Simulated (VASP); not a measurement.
# BiBrO (P4/nmm) in VASP: a series of runs

Runs on BiBrO. Level: LDA. Tasks: single point.

Everything below comes from runs of VASP 6.6.1. Logs are shortened: lines on timing, memory, paths and dates and some standing lists are left out, and cuts for length are marked.

## (1) The cell of the first run

The structure is tetragonal, space group P4/nmm (No. 129). The conventional cell has a = 3.818 Å, b = 3.818 Å, c = 8.150 Å, α = 90.00°, β = 90.00°, γ = 90.00°. Bi (site symmetry 4mm) has 4 O at 2.30 Å and 4 Br at 3.12 Å within 3.2 Å. Within 4.2 Å of Br (site symmetry 4mm) lie 6 Bi at 3.12 to 4.12 Å and 4 O at 3.42 Å and 8 Br at 3.66 to 3.82 Å. Within 3.0 Å of O (site symmetry -4m2) lie 4 Bi at 2.30 Å and 4 O at 2.70 Å.

## (2) Single point, LDA

Contents of INCAR:

```
SYSTEM = BiBrO
PREC = Accurate ; ENCUT = 520
EDIFF = 1E-7 ; ISMEAR = 0
SIGMA = 0.05 ; LREAL = .False.
LASPH = .True. ; NELM = 60
ALGO = Normal ; ISIF = 2
LWAVE = .False. ; LCHARG = .False.
GGA = CA ; NBANDS = 37
```

Contents of KPOINTS:

```
Automatic mesh
0
Gamma
  8 8 4
  0 0 0
```

Contents of POSCAR:

```
BiBrO
1.0
    3.8179000000      0.0000000000      0.0000000000
    0.0000000000      3.8179000000      0.0000000000
    0.0000000000      0.0000000000      8.1496000000
Bi Br O
2 2 2
Direct
    0.0000000000      0.5000000000      0.1575579020
    0.5000000000      0.0000000000      0.8424420980
    0.0000000000      0.5000000000      0.6517216503
    0.5000000000      0.0000000000      0.3482783497
    0.0000000000      0.0000000000      0.0000000000
    0.5000000000      0.5000000000      0.0000000000
```

Potentials or basis: VASP PAW LDA potentials, release 64 (Bi_d, Br, O).

The run is started by

```bash
$ cat potpaw_LDA.64/Bi_d/POTCAR potpaw_LDA.64/Br/POTCAR potpaw_LDA.64/O/POTCAR > POTCAR
$ mpirun -np 1 vasp_std > vasp.out
```

OUTCAR:

```text
SYSTEM = BiBrO
   PREC = Accurate
   ENCUT = 520
   EDIFF = 1E-7
   ISMEAR = 0
   LREAL = .False.
   LASPH = .True.
   NELM = 60
   ISIF = 2
   GGA = CA

 ion  position               nearest neighbor table
   1  0.000  0.500  0.158-   5 2.30   6 2.30   5 2.30   6 2.30   4 3.12   4 3.12   4 3.12   4 3.12
                             2 3.73   2 3.73   2 3.73   2 3.73
   2  0.500  0.000  0.842-   5 2.30   6 2.30   6 2.30   5 2.30   3 3.12   3 3.12   3 3.12   3 3.12
                             1 3.73   1 3.73   1 3.73   1 3.73
   3  0.000  0.500  0.652-   2 3.12   2 3.12   2 3.12   2 3.12
   4  0.500  0.000  0.348-   1 3.12   1 3.12   1 3.12   1 3.12
   5  0.000  0.000  0.000-   1 2.30   2 2.30   1 2.30   2 2.30
   6  0.500  0.500  0.000-   1 2.30   2 2.30   2 2.30   1 2.30

  LATTYP: Found a simple tetragonal cell.
 ALAT       =     3.8179000000
 C/A-ratio  =     2.1345765997

  Lattice vectors:

 A1 = (   3.8179000000,   0.0000000000,   0.0000000000)
 A2 = (   0.0000000000,   3.8179000000,   0.0000000000)
 A3 = (   0.0000000000,   0.0000000000,   8.1496000000)

Analysis of symmetry for initial positions (statically):
=====================================================================
 Subroutine PRICEL returns:
 Original cell was already a primitive cell.

 Routine SETGRP: Setting up the symmetry group for a
 simple tetragonal supercell.

 Subroutine GETGRP returns: Found 16 space group operations
 (whereof  8 operations were pure point group operations)
 out of a pool of 16 trial point group operations.

The static configuration has the point symmetry D_2d.
 The point group associated with its full space group is D_4h.

Analysis of symmetry for dynamics (positions and initial velocities):
=====================================================================
 Subroutine PRICEL returns:
 Original cell was already a primitive cell.

 Routine SETGRP: Setting up the symmetry group for a
 simple tetragonal supercell.

 Subroutine GETGRP returns: Found 16 space group operations
 (whereof  8 operations were pure point group operations)
 out of a pool of 16 trial point group operations.

The dynamic configuration has the point symmetry D_2d.
 The point group associated with its full space group is D_4h.

 Subroutine INISYM returns: Found 16 space group operations
 (whereof  8 operations are pure point group operations),
 and found     1 'primitive' translations

----------------------------------------------------------------------------------------

                                     Primitive cell

  volume of cell :     118.7915

  direct lattice vectors                    reciprocal lattice vectors
     3.817900000  0.000000000  0.000000000     0.261924094  0.000000000  0.000000000
     0.000000000  3.817900000  0.000000000     0.000000000  0.261924094  0.000000000
     0.000000000  0.000000000  8.149600000     0.000000000  0.000000000  0.122705409

  length of vectors
     3.817900000  3.817900000  8.149600000     0.261924094  0.261924094  0.122705409

  position of ions in fractional coordinates (direct lattice)
     0.000000000  0.500000000  0.157557902
     0.500000000  0.000000000  0.842442098
     0.000000000  0.500000000  0.651721650
     0.500000000  0.000000000  0.348278350
     0.000000000  0.000000000  0.000000000
     0.500000000  0.500000000  0.000000000

  ion indices of the primitive-cell ions
   primitive index   ion index
                 1           1
                 2           2
                 3           3
                 4           4
                 5           5
                 6           6

----------------------------------------------------------------------------------------

 KPOINTS: Automatic mesh

Automatic generation of k-mesh.
 Grid dimensions read from file:
 generate k-points for:    8    8    4

 Generating k-lattice:

  Cartesian coordinates                     Fractional coordinates (reciprocal lattice)
     0.032740512  0.000000000  0.000000000     0.125000000  0.000000000  0.000000000
     0.000000000  0.032740512  0.000000000     0.000000000  0.125000000  0.000000000
     0.000000000  0.000000000  0.030676352     0.000000000  0.000000000  0.250000000

  Length of vectors
     0.032740512  0.032740512  0.030676352

  Shift w.r.t. Gamma in fractional coordinates (k-lattice)
     0.000000000  0.000000000  0.000000000

 Subroutine IBZKPT returns following result:
 ===========================================

 Found     45 irreducible k-points:

 Following reciprocal coordinates:
            Coordinates               Weight
  0.000000  0.000000  0.000000      1.000000
  0.125000  0.000000  0.000000      4.000000
  0.250000  0.000000  0.000000      4.000000
  0.375000  0.000000  0.000000      4.000000
  0.500000  0.000000  0.000000      2.000000
  0.125000  0.125000  0.000000      4.000000
[... 16 lines left out ...]
  0.375000  0.125000  0.250000     16.000000
  0.500000  0.125000  0.250000      8.000000
 [... further k-points ...]
   k-points           NKPTS =     45   k-points in BZ     NKDIM =     45   number of bands    NBANDS=     37
   number of dos      NEDOS =    301   number of ions     NIONS =      6
   total plane-waves  NPLWV =  50176
   dimension x,y,z NGX =    28 NGY =   28 NGZ =   64
   dimension x,y,z NGXF=    56 NGYF=   56 NGZF=  128
   ions per type =               2   2   2
   NGX,Y,Z   is equivalent  to a cutoff of  12.19, 12.19, 13.06 a.u.
   NGXF,Y,Z  is equivalent  to a cutoff of  24.38, 24.38, 26.11 a.u.
 SYSTEM =  BiBrO
   PREC   = accura    normal or accurate (medium, high low for compatibility)
   ISTART =      0    job   : 0-new  1-cont  2-samecut
   ICHARG =      2    charge: 1-file 2-atom 10-const
   ISPIN  =      1    spin polarized calculation?
   LNONCOLLINEAR =      F non collinear calculations
   LSORBIT =      F    spin-orbit coupling
   LASPH  =      T    aspherical Exc in radial PAW
   ENCUT  =  520.0 eV  38.22 Ry    6.18 a.u.   7.10  7.10 15.15*2*pi/ulx,y,z
   NELM   =     60;   NELMIN=  2; NELMDL= -5     # of ELM steps
   EDIFF  = 0.1E-06   stopping-criterion for ELM
   LREAL  =      F    real-space projection
   EDIFFG = 0.1E-05   stopping-criterion for IOM
   NSW    =      0    number of steps for IOM
   IBRION =     -1    ionic relax: 0-MD 1-quasi-New 2-CG
   NFREE  =      0    steps in history (QN), initial steepest desc. (CG)
   ISIF   =      2    stress and relaxation
   ISYM   =      2    0-nonsym 1-usesym 2-fastsym
   POTIM  = 0.5000    time-step for ionic-motion
   TEBEG  =    0.0;   TEEND  =   0.0 temperature during run
   PSTRESS=    0.0 pullay stress
   NELECT =      56.0000    total number of electrons
   NUPDOWN=      -1.0000    fix difference up-down
   EMIN   =  10.00;   EMAX   =-10.00  energy-range for DOS
   EFERMI =   0.00;   METHOD = LEGACY
   ISMEAR =     0;   SIGMA  =   0.05  broadening in eV -4-tet -1-fermi 0-gaus
   EFERMI_NEDOS =   21; number of points for ismear=-14 and -15
   IALGO  =     38    algorithm
   IMIX   =      4    mixing-type and parameters
     AMIX     =   0.40;   BMIX     =  1.00
     AMIX_MAG =   1.60;   BMIX_MAG =  1.00
  volume/ion in A,a.u.               =      19.80       133.61
  Fermi-wavevector in a.u.,A,eV,Ry     =   1.274116  2.407731 22.087319  1.623372
  Thomas-Fermi vector in A             =   2.406902
   LORBIT       =      0    0 simple, 1 ext, 2 COOP (PROOUT), +10 PAW based schemes
   GGA     = CA    functional components
   LHFCALC =     F    Hartree Fock is set to
   AEXX    =    0.0000 exact exchange contribution
   IVDW    =     0    specifies the selected vdW correction
   LEPSILON=     F    determine dielectric tensor
   LRPA    =     F    only Hartree local field effects (RPA)
 non-spin polarized calculation
 Gauss-broadening in eV      SIGMA  =   0.05
  energy-cutoff  :      520.00
  volume of cell :      118.79
 maximum number of plane-waves:      3230
   NGX = 15   NGY = 15   NGZ = 31

 number of electron      55.9999991 magnetization

 Free energy of the ion-electron system (eV)
  ---------------------------------------------------
  ext. energy  EPLUGINS =         0.00000000
  ---------------------------------------------------
  free energy    TOTEN  =       -31.89641646 eV

  energy without entropy =      -31.89641646  energy(sigma->0) =      -31.89641646

 E-fermi :   4.9610     XC(G=0): -10.6410

 val. band max:        4.7463983633   @ k =   0.3750   0.0000   0.5000
 cond. band min:       6.9427703761   @ k =   0.0000   0.0000   0.5000
 fundamental gap:      2.1963720127
 Fermi energy:         4.9610280418

 k-point     1 :       0.0000    0.0000    0.0000
  band No.  band energies     occupation
      1     -17.5063      2.00000
      2     -17.2973      2.00000
      3     -17.2799      2.00000
      4     -17.2799      2.00000
      5     -17.2619      2.00000
      6     -17.2264      2.00000
[... 29 lines left out ...]
     36      12.4693      0.00000
     37      12.5823      0.00000

 k-point     2 :       0.1250    0.0000    0.0000
  band No.  band energies     occupation
      1     -17.4998      2.00000
      2     -17.2913      2.00000
      3     -17.2817      2.00000
      4     -17.2784      2.00000
      5     -17.2546      2.00000
      6     -17.2284      2.00000
[... 29 lines left out ...]
     36      12.6078      0.00000
     37      12.9629      0.00000

 k-point     3 :       0.2500    0.0000    0.0000
  band No.  band energies     occupation
      1     -17.4847      2.00000
      2     -17.3087      2.00000
      3     -17.2820      2.00000
      4     -17.2745      2.00000
      5     -17.2629      2.00000
      6     -17.2400      2.00000
[... 29 lines left out ...]
     36      13.2293      0.00000
     37      13.7124      0.00000
[... 761 lines left out ...]
 k-point    23 :       0.3750    0.1250    0.2500
  band No.  band energies     occupation
      1     -17.4674      2.00000
      2     -17.3888      2.00000
      3     -17.2707      2.00000
      4     -17.2659      2.00000
      5     -17.2594      2.00000
      6     -17.2481      2.00000
[... 29 lines left out ...]
     36      13.8033      0.00000
     37      13.9730      0.00000

 k-point    24 :       0.5000    0.1250    0.2500
  band No.  band energies     occupation
      1     -17.4388      2.00000
      2     -17.4388      2.00000
      3     -17.2630      2.00000
      4     -17.2630      2.00000
      5     -17.2592      2.00000
      6     -17.2592      2.00000
[... 29 lines left out ...]
     36      13.4997      0.00000
     37      13.8376      0.00000

 [... further k-points ...]

------------------------ aborting loop because EDIFF is reached ----------------------------------------

  FORCE on cell =-STRESS in cart. coord.  units (eV):
  Direction    XX          YY          ZZ          XY          YZ          ZX
  --------------------------------------------------------------------------------------
  -------------------------------------------------------------------------------------
  Total        1.6306276      1.6306276     -0.7318127      0.0000000     -0.0000000      0.0000000
  in kB       21.9927727     21.9927727     -9.8701817      0.0000000     -0.0000000      0.0000000
  external PRESSURE =      11.3717879 kB  Pullay stress =       0.0000000 kB

 VOLUME and BASIS-vectors are now :
 -----------------------------------------------------------------------------
  energy-cutoff  :      520.00
  volume of cell :      118.79
      direct lattice vectors                 reciprocal lattice vectors
     3.817900000  0.000000000  0.000000000     0.261924094  0.000000000  0.000000000
     0.000000000  3.817900000  0.000000000     0.000000000  0.261924094  0.000000000
     0.000000000  0.000000000  8.149600000     0.000000000  0.000000000  0.122705409

 POSITION                                       TOTAL-FORCE (eV/Angst)
 -----------------------------------------------------------------------------------
      0.00000      1.90895      1.28403         0.000000      0.000000     -0.216989
      1.90895      0.00000      6.86557         0.000000      0.000000      0.216989
      0.00000      1.90895      5.31127         0.000000     -0.000000      0.035157
      1.90895      0.00000      2.83833         0.000000      0.000000     -0.035157
      0.00000      0.00000      0.00000         0.000000     -0.000000      0.000000
      1.90895      1.90895      0.00000        -0.000000      0.000000      0.000000
 -----------------------------------------------------------------------------------
    total drift:                                0.000000      0.000000     -0.000000

  FREE ENERGIE OF THE ION-ELECTRON SYSTEM (eV)
  ---------------------------------------------------
  free  energy   TOTEN  =       -31.8964164620 eV

  energy  without entropy=      -31.8964164620  energy(sigma->0) =      -31.89641646
```

Run time: 2.9 min. Hardware: 1 thread of Intel Xeon 8259CL, shared host; peak memory 0.3 GiB.

What came out:

| Property | Result |
| --- | --- |
| Free energy | -31.8964 eV |
| Pressure | 1.1 GPa |
| Largest force | 0.217 eV/Å |
| Band gap on the k mesh | 2.20 eV (least direct gap 2.50 eV) |

Forces on the atoms (eV/Å):
```
Bi   0.000  0.000 -0.217
Bi   0.000  0.000  0.217
Br   0.000  0.000  0.035
Br   0.000  0.000 -0.035
O    0.000  0.000  0.000
O    0.000  0.000  0.000
```

Stress tensor (GPa, compression positive):
```
 2.20  0.00  0.00
 0.00  2.20  0.00
 0.00  0.00 -0.99
```

Caveat: spin-orbit coupling is left out, which moves the levels of the heavy elements.

## (3) Single point, LDA

This run uses another cell than the first one, of 20.82 Å³/atom.

Contents of INCAR:

```
ALGO = Normal
EDIFF = 1E-7
ENCUT = 520
ISIF = 2
ISMEAR = 0
LASPH = True
LCHARG = True
LELF = True
LREAL = False
LVHAR = True
LWAVE = False
NBANDS = 37
NELM = 100
PREC = Accurate
SIGMA = 0.05
```

Contents of KPOINTS:

```
k-points
0
Gamma
  8 8 4
```

Edit POSCAR of step 2 so:

```diff
@@ -2,5 +2,5 @@
 1.0
-    3.8179000000      0.0000000000      0.0000000000
-    0.0000000000      3.8179000000      0.0000000000
-    0.0000000000      0.0000000000      8.1496000000
+    3.9473000000      0.0000000000      0.0000000000
+    0.0000000000      3.9473000000      0.0000000000
+    0.0000000000      0.0000000000      8.0182000000
 Bi Br O
```

Potentials or basis: VASP PAW LDA potentials, release 64 (Bi_d, Br, O).

The run is started by

```bash
$ cat potpaw_LDA.64/Bi_d/POTCAR potpaw_LDA.64/Br/POTCAR potpaw_LDA.64/O/POTCAR > POTCAR
$ mpirun -np 1 vasp_std > vasp.out
```

Run time: 87 s. Hardware: 1 thread of Intel Xeon 6975P-C (Granite Rapids), shared host; peak memory 0.3 GiB.

The run converged. Its results:

```
Free energy            : -31.8634 eV
Pressure               : -4.1 GPa
Largest force          : 0.472 eV/Å
Band gap on the k mesh : 2.02 eV (least direct gap 2.18 eV)
```

Forces in eV/Å, atoms in the order of the input:
```
Bi   0.000  0.000 -0.472
Bi   0.000  0.000  0.472
Br   0.000  0.000  0.166
Br   0.000  0.000 -0.166
O    0.000  0.000  0.000
O    0.000  0.000  0.000
```

Stress tensor (GPa, compression positive):
```
-4.46  0.00  0.00
 0.00 -4.46  0.00
 0.00  0.00 -3.50
```

Levels at points of the mesh, in eV from the valence-band top:
```
           k point  band 24  band 25  band 26  band 27  band 28  band 29  band 30  band 31  band 32  band 33
(0.00, 0.00, 0.00)    -1.10    -1.10    -0.80    -0.80    -0.70     2.25     3.18     4.79     4.79     6.40
(0.50, 0.00, 0.00)    -1.01    -0.59    -0.59    -0.14    -0.14     4.15     4.15     4.65     4.65     5.22
(0.50, 0.50, 0.00)    -1.05    -0.90    -0.90    -0.75    -0.75     3.25     3.25     4.91     4.91     6.18
(0.00, 0.00, 0.50)    -1.26    -0.87    -0.48    -0.48    -0.17     2.02     2.35     4.63     4.63     6.46
(0.50, 0.00, 0.50)    -0.85    -0.60    -0.60    -0.08    -0.08     3.96     3.96     4.70     4.70     5.07
(0.50, 0.50, 0.50)    -1.88    -1.15    -1.15    -0.90    -0.90     3.95     3.95     5.15     5.15     5.59
```

Caveat: the cell stands under tension; spin-orbit coupling is left out, which moves the levels of the heavy elements. Expect the measured gap to be larger: semilocal functionals such as LDA lack the derivative discontinuity.

## (4) Single point, LDA

This run uses another cell than the first one, of 20.81 Å³/atom.

Contents of INCAR:

```
SYSTEM = BiBrO
PREC = Accurate
ENCUT = 520
EDIFF = 1E-6
ISMEAR = 0
SIGMA = 0.05
LREAL = .False.
LASPH = .True.
NELM = 100
ALGO = Normal
ISIF = 2
LWAVE = .False.
LCHARG = .False.
GGA = CA
NBANDS = 37
```

Contents of KPOINTS:

```
Automatic mesh
0
Gamma
  8 8 4
  0 0 0
```

Edit POSCAR of step 3 so:

```diff
@@ -2,5 +2,5 @@
 1.0
-    3.9473000000      0.0000000000      0.0000000000
-    0.0000000000      3.9473000000      0.0000000000
-    0.0000000000      0.0000000000      8.0182000000
+    4.0120000000      0.0000000000      0.0000000000
+    0.0000000000      4.0120000000      0.0000000000
+    0.0000000000      0.0000000000      7.7553000000
 Bi Br O
```

The run is started by

```bash
$ cat potpaw_LDA.64/Bi_d/POTCAR potpaw_LDA.64/Br/POTCAR potpaw_LDA.64/O/POTCAR > POTCAR
$ mpirun -np 1 vasp_std > vasp.out
```

Run time: 83 s. Hardware: 1 thread of Intel Xeon 6975P-C (Granite Rapids), shared host; peak memory 0.3 GiB.

Results (log left out):

```
Free energy            : -31.8086 eV
Pressure               : -4.7 GPa
Largest force          : 0.243 eV/Å
Band gap on the k mesh : 1.85 eV (least direct gap 1.96 eV)
```

Forces in eV/Å, atoms in the order of the input:
```
Bi   0.000  0.000 -0.243
Bi   0.000  0.000  0.243
Br   0.000  0.000  0.096
Br   0.000  0.000 -0.096
O    0.000  0.000  0.000
O    0.000  0.000  0.000
```

Stress tensor (GPa, compression positive):
```
-5.87  0.00  0.00
 0.00 -5.87  0.00
 0.00  0.00 -2.44
```

Levels at points of the mesh, in eV from the valence-band top:
```
           k point  band 24  band 25  band 26  band 27  band 28  band 29  band 30  band 31  band 32  band 33
(0.00, 0.00, 0.00)    -1.09    -1.06    -0.77    -0.77    -0.74     2.20     3.21     4.86     4.86     6.47
(0.50, 0.00, 0.00)    -0.83    -0.59    -0.59    -0.15    -0.15     4.19     4.19     4.60     4.60     5.04
(0.50, 0.50, 0.00)    -1.01    -0.82    -0.82    -0.58    -0.58     3.43     3.43     5.01     5.01     6.30
(0.00, 0.00, 0.50)    -1.33    -0.59    -0.40    -0.40    -0.12     1.85     2.21     4.73     4.73     6.45
(0.50, 0.00, 0.50)    -0.76    -0.61    -0.61     0.00     0.00     3.97     3.97     4.67     4.67     4.82
(0.50, 0.50, 0.50)    -1.74    -1.09    -1.09    -1.01    -1.01     4.09     4.09     5.13     5.13     5.83
```

Caveat: the cell stands under tension; spin-orbit coupling is left out, which moves the levels of the heavy elements. A k mesh can miss the band edges.

(Continued in part 2 of 2.)
